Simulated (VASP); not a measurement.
# PtS2 (P-3m1) in VASP: further runs

PtS2 is run at these levels: PBE; tasks: single point.

All numbers are computed with VASP 6.6.1; they aren't measurements. Logs are shortened: lines on timing, memory, paths and dates and some standing lists are left out, and cuts for length are marked.

### Step 1. The cell of the first run

It takes space group P-3m1 (No. 164, trigonal). The conventional cell has a = 3.471 Å, b = 3.471 Å, c = 4.936 Å, α = 90.00°, β = 90.00°, γ = 120.00°. Within 3.0 Å of Pt (site symmetry -3m) lie 6 S at 2.30 Å. Within 3.0 Å of S (site symmetry 3m) lie 3 Pt at 2.30 Å.

### Step 2. Single point, PBE

Input file INCAR:

```
SYSTEM = PtS2
ALGO = Normal
EDIFF = 1E-7
ENCUT = 520
GGA = PE
ISIF = 2
ISMEAR = -1
LASPH = .TRUE.
LCHARG = .TRUE.
LELF = .TRUE.
LREAL = .FALSE.
LVHAR = .TRUE.
LWAVE = .FALSE.
NBANDS = 18
NELM = 60
PREC = Accurate
SIGMA = 0.05
```

Input file KPOINTS:

```
k-points
0
G
  7 7 5
  0 0 0
```

Input file POSCAR:

```
PtS2
1.0
    3.4708695004      0.0000000000      0.0000000000
   -1.7354347502      3.0058611606      0.0000000000
    0.0000000000      0.0000000000      4.9359384846
Pt S
1 2
Direct
    0.0000000000      0.0000000000      0.0000000000
    0.6666666667      0.3333333333      0.7730000000
    0.3333333333      0.6666666667      0.2270000000
```

Potentials or basis: VASP PAW PBE potentials, release 64 (Pt, S).

On the command line:

```
$ cat potpaw_PBE.64/Pt/POTCAR potpaw_PBE.64/S/POTCAR > POTCAR
$ mpirun -np 1 vasp_std > vasp.out
```

OUTCAR:

```text
SYSTEM = PtS2
   EDIFF = 1E-7
   ENCUT = 520
   GGA = PE
   ISIF = 2
   ISMEAR = -1
   LASPH = .TRUE.
   LREAL = .FALSE.
   NELM = 60
   PREC = Accurate

 ion  position               nearest neighbor table
   1  0.000  0.000  0.000-   2 2.30   3 2.30   2 2.30   3 2.30   2 2.30   3 2.30
   2  0.667  0.333  0.773-   1 2.30   1 2.30   1 2.30
   3  0.333  0.667  0.227-   1 2.30   1 2.30   1 2.30

  LATTYP: Found a hexagonal cell.
 ALAT       =     3.4708695004
 C/A-ratio  =     1.4221043125

  Lattice vectors:

 A1 = (   3.4708695004,   0.0000000000,   0.0000000000)
 A2 = (  -1.7354347502,   3.0058611606,   0.0000000000)
 A3 = (   0.0000000000,   0.0000000000,   4.9359384846)

Analysis of symmetry for initial positions (statically):
=====================================================================
 Subroutine PRICEL returns:
 Original cell was already a primitive cell.

 Routine SETGRP: Setting up the symmetry group for a
 hexagonal supercell.

 Subroutine GETGRP returns: Found 12 space group operations
 (whereof 12 operations were pure point group operations)
 out of a pool of 24 trial point group operations.

The static configuration has the point symmetry D_3d.

Analysis of symmetry for dynamics (positions and initial velocities):
=====================================================================
 Subroutine PRICEL returns:
 Original cell was already a primitive cell.

 Routine SETGRP: Setting up the symmetry group for a
 hexagonal supercell.

 Subroutine GETGRP returns: Found 12 space group operations
 (whereof 12 operations were pure point group operations)
 out of a pool of 24 trial point group operations.

The dynamic configuration has the point symmetry D_3d.

 Subroutine INISYM returns: Found 12 space group operations
 (whereof 12 operations are pure point group operations),
 and found     1 'primitive' translations

----------------------------------------------------------------------------------------

                                     Primitive cell

  volume of cell :      51.4964

  direct lattice vectors                    reciprocal lattice vectors
     3.470869500  0.000000000  0.000000000     0.288112244  0.166341682  0.000000000
    -1.735434750  3.005861161  0.000000000     0.000000000  0.332683363  0.000000000
     0.000000000  0.000000000  4.935938485     0.000000000  0.000000000  0.202595718

  length of vectors
     3.470869500  3.470869500  4.935938485     0.332683363  0.332683363  0.202595718

  position of ions in fractional coordinates (direct lattice)
     0.000000000  0.000000000  0.000000000
     0.666666667  0.333333333  0.773000000
     0.333333333  0.666666667  0.227000000

  ion indices of the primitive-cell ions
   primitive index   ion index
                 1           1
                 2           2
                 3           3

----------------------------------------------------------------------------------------

 KPOINTS: k-points

Automatic generation of k-mesh.
 Grid dimensions read from file:
 generate k-points for:    7    7    5

 Generating k-lattice:

  Cartesian coordinates                     Fractional coordinates (reciprocal lattice)
     0.041158892  0.023763097  0.000000000     0.142857143  0.000000000  0.000000000
     0.000000000  0.047526195  0.000000000     0.000000000  0.142857143  0.000000000
     0.000000000  0.000000000  0.040519144     0.000000000  0.000000000  0.200000000

  Length of vectors
     0.047526195  0.047526195  0.040519144

  Shift w.r.t. Gamma in fractional coordinates (k-lattice)
     0.000000000  0.000000000  0.000000000

 Subroutine IBZKPT returns following result:
 ===========================================

 Found     32 irreducible k-points:

 Following reciprocal coordinates:
            Coordinates               Weight
  0.000000  0.000000  0.000000      1.000000
  0.142857 -0.000000  0.000000      6.000000
  0.285714 -0.000000  0.000000      6.000000
  0.428571 -0.000000  0.000000      6.000000
  0.142857  0.142857  0.000000      6.000000
  0.285714  0.142857  0.000000     12.000000
[... 16 lines left out ...]
  0.000000  0.142857  0.400000      6.000000
  0.285714 -0.000000  0.400000      6.000000
 [... further k-points ...]
   k-points           NKPTS =     32   k-points in BZ     NKDIM =     32   number of bands    NBANDS=     18
   number of dos      NEDOS =    301   number of ions     NIONS =      3
   total plane-waves  NPLWV =  31360
   dimension x,y,z NGX =    28 NGY =   28 NGZ =   40
   dimension x,y,z NGXF=    56 NGYF=   56 NGZF=   80
   ions per type =               1   2
   NGX,Y,Z   is equivalent  to a cutoff of  13.41, 13.41, 13.47 a.u.
   NGXF,Y,Z  is equivalent  to a cutoff of  26.82, 26.82, 26.94 a.u.
 SYSTEM =  PtS2
   PREC   = accura    normal or accurate (medium, high low for compatibility)
   ISTART =      0    job   : 0-new  1-cont  2-samecut
   ICHARG =      2    charge: 1-file 2-atom 10-const
   ISPIN  =      1    spin polarized calculation?
   LNONCOLLINEAR =      F non collinear calculations
   LSORBIT =      F    spin-orbit coupling
   LASPH  =      T    aspherical Exc in radial PAW
   ENCUT  =  520.0 eV  38.22 Ry    6.18 a.u.   6.45  6.45  9.18*2*pi/ulx,y,z
   NELM   =     60;   NELMIN=  2; NELMDL= -5     # of ELM steps
   EDIFF  = 0.1E-06   stopping-criterion for ELM
   LREAL  =      F    real-space projection
   EDIFFG = 0.1E-05   stopping-criterion for IOM
   NSW    =      0    number of steps for IOM
   IBRION =     -1    ionic relax: 0-MD 1-quasi-New 2-CG
   NFREE  =      0    steps in history (QN), initial steepest desc. (CG)
   ISIF   =      2    stress and relaxation
   ISYM   =      2    0-nonsym 1-usesym 2-fastsym
   POTIM  = 0.5000    time-step for ionic-motion
   TEBEG  =    0.0;   TEEND  =   0.0 temperature during run
   PSTRESS=    0.0 pullay stress
   NELECT =      22.0000    total number of electrons
   NUPDOWN=      -1.0000    fix difference up-down
   EMIN   =  10.00;   EMAX   =-10.00  energy-range for DOS
   EFERMI =   0.00;   METHOD = LEGACY
   ISMEAR =    -1;   SIGMA  =   0.05  broadening in eV -4-tet -1-fermi 0-gaus
   EFERMI_NEDOS =   21; number of points for ismear=-14 and -15
   IALGO  =     38    algorithm
   IMIX   =      4    mixing-type and parameters
     AMIX     =   0.40;   BMIX     =  1.00
     AMIX_MAG =   1.60;   BMIX_MAG =  1.00
  volume/ion in A,a.u.               =      17.17       115.84
  Fermi-wavevector in a.u.,A,eV,Ry     =   1.232982  2.329998 20.684184  1.520245
  Thomas-Fermi vector in A             =   2.367730
   LORBIT       =      0    0 simple, 1 ext, 2 COOP (PROOUT), +10 PAW based schemes
   GGA     = PE    functional components
   LHFCALC =     F    Hartree Fock is set to
   AEXX    =    0.0000 exact exchange contribution
   IVDW    =     0    specifies the selected vdW correction
   LEPSILON=     F    determine dielectric tensor
   LRPA    =     F    only Hartree local field effects (RPA)
 non-spin polarized calculation
  energy-cutoff  :      520.00
  volume of cell :       51.50
 maximum number of plane-waves:      1411
 NGX is ok and might be reduce to    28
   NGX = 13   NGY = 13   NGZ = 19

 number of electron      22.0000001 magnetization

 Free energy of the ion-electron system (eV)
  ---------------------------------------------------
  ext. energy  EPLUGINS =         0.00000000
  ---------------------------------------------------
  free energy    TOTEN  =       -14.92002430 eV

  energy without entropy =      -14.92001874  energy(sigma->0) =      -14.92002152

 E-fermi :   8.1297     XC(G=0): -10.8850

 val. band max:        7.6581833665   @ k =   0.0000   0.1429   0.2000
 cond. band min:       8.6075233766   @ k =   0.0000   0.2857   0.2000
 fundamental gap:      0.9493400101
 Fermi energy:         8.1296712761

 k-point     1 :       0.0000    0.0000    0.0000
  band No.  band energies     occupation
      1      -8.5249      2.00000
      2      -4.8723      2.00000
      3       0.0331      2.00000
      4       0.0331      2.00000
      5       0.1799      2.00000
      6       3.2872      2.00000
[... 10 lines left out ...]
     17      15.5359      0.00000
     18      20.0496      0.00000

 k-point     2 :       0.1429   -0.0000    0.0000
  band No.  band energies     occupation
      1      -8.2265      2.00000
      2      -5.0868      2.00000
      3       0.2339      2.00000
      4       0.2767      2.00000
      5       0.4800      2.00000
      6       2.8708      2.00000
[... 10 lines left out ...]
     17      16.4333      0.00000
     18      18.2295      0.00000

 k-point     3 :       0.2857   -0.0000    0.0000
  band No.  band energies     occupation
      1      -7.4311      2.00000
      2      -5.5177      2.00000
      3       0.5404      2.00000
      4       0.6809      2.00000
      5       1.3778      2.00000
      6       1.8333      2.00000
[... 10 lines left out ...]
     17      16.7614      0.00000
     18      16.7942      0.00000

 k-point     4 :       0.4286   -0.0000    0.0000
  band No.  band energies     occupation
      1      -6.5381      2.00000
      2      -5.8759      2.00000
      3      -0.2786      2.00000
      4       0.9521      2.00000
      5       1.8688      2.00000
      6       2.6244      2.00000
[... 375 lines left out ...]
      4       0.2550      2.00000
      5       1.6296      2.00000
      6       2.8459      2.00000
[... 10 lines left out ...]
     17      16.0885      0.00000
     18      16.9851      0.00000

 k-point    23 :       0.0000    0.1429    0.4000
  band No.  band energies     occupation
      1      -7.9634      2.00000
      2      -5.6777      2.00000
      3       0.0194      2.00000
      4       0.2378      2.00000
      5       1.6416      2.00000
      6       2.7960      2.00000
[... 10 lines left out ...]
     17      16.5764      0.00000
     18      16.6623      0.00000

 k-point    24 :       0.2857   -0.0000    0.4000
  band No.  band energies     occupation
      1      -7.1688      2.00000
      2      -5.8897      2.00000
      3       0.1726      2.00000
      4       0.6737      2.00000
      5       1.3759      2.00000
      6       2.4880      2.00000
[... 10 lines left out ...]
     17      17.5360      0.00000
     18      17.7868      0.00000

 [... further k-points ...]

------------------------ aborting loop because EDIFF is reached ----------------------------------------

  FORCE on cell =-STRESS in cart. coord.  units (eV):
  Direction    XX          YY          ZZ          XY          YZ          ZX
  --------------------------------------------------------------------------------------
  -------------------------------------------------------------------------------------
  Total        8.3274875      8.3274875      6.0543667      0.0000000     -0.0000000      0.0000000
  in kB      259.0881979    259.0881979    188.3659333      0.0000000     -0.0000000      0.0000000
  external PRESSURE =     235.5141097 kB  Pullay stress =       0.0000000 kB

 VOLUME and BASIS-vectors are now :
 -----------------------------------------------------------------------------
  energy-cutoff  :      520.00
  volume of cell :       51.50
      direct lattice vectors                 reciprocal lattice vectors
     3.470869500  0.000000000  0.000000000     0.288112244  0.166341682  0.000000000
    -1.735434750  3.005861161  0.000000000     0.000000000  0.332683363  0.000000000
     0.000000000  0.000000000  4.935938485     0.000000000  0.000000000  0.202595718

 POSITION                                       TOTAL-FORCE (eV/Angst)
 -----------------------------------------------------------------------------------
      0.00000      0.00000      0.00000         0.000000      0.000000      0.000000
      1.73543      1.00195      3.81548         0.000000     -0.000000     -2.267238
     -0.00000      2.00391      1.12046        -0.000000      0.000000      2.267238
 -----------------------------------------------------------------------------------
    total drift:                                0.000000     -0.000000      0.000000

  FREE ENERGIE OF THE ION-ELECTRON SYSTEM (eV)
  ---------------------------------------------------
  free  energy   TOTEN  =       -14.9200243018 eV

  energy  without entropy=      -14.9200187362  energy(sigma->0) =      -14.92002152
```

It took 36 s on 1 thread of Intel Xeon Platinum 8259CL at 2.50GHz (Skylake/Cascade Lake), shared host; peak memory 0.19 GiB.

Results:

```yaml
Free_energy: -14.9200 eV
Pressure: 23.6 GPa
Largest_force: 2.267 eV/Å
Band_gap_on_the_k_mesh: 0.95 eV, indirect (least direct gap 1.24 eV)
```

Forces on the atoms (eV/Å):
```
Pt   0.000  0.000  0.000
S    0.000  0.000 -2.267
S    0.000  0.000  2.267
```

Stress tensor (GPa, compression positive):
```
25.91  0.00  0.00
 0.00 25.91  0.00
 0.00  0.00 18.84
```

Caveat: spin-orbit coupling is left out, which moves the levels of the heavy elements; forces of over 1 eV/Å act on the atoms, so gaps and moduli don't describe the material at rest.

(Continued in part 2 of 2.)
